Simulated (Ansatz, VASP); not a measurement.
Zn in VASP and in Ansatz

```
Zn
1.0
     2.69058    0.00000    0.00000
    -1.34529    2.33011    0.00000
     0.00000    0.00000    5.02776
Zn
2
Direct
  0.33333 0.66667 0.25000
  0.66667 0.33333 0.75000
```

Alike in both runs: task single point; functional PBE; k mesh 22 × 22 × 11; occupations fermi-dirac, width 0.1 eV; no spin polarisation.

|  | VASP | Ansatz |
| --- | --- | --- |
| version | VASP 6.6.1 | Ansatz 0.2.0 |
| potentials or method | VASP PAW PBE potentials, release 64 (Zn), cutoff 520 eV | plane waves (420 eV) with PAW, scalar-relativistic |
| valence electrons in the cell | 24 | 24 |

VASP gave:

```
pressure (GPa)                                                : -2.2
traceless stress, the component that is largest in VASP (GPa) : 0.79
```

Which values does Ansatz return?

Pressure (GPa): -2.5; traceless stress, the component that is largest in VASP (GPa): 0.94.

With one functional, cell and mesh, what is left measures potentials, basis and numerics.
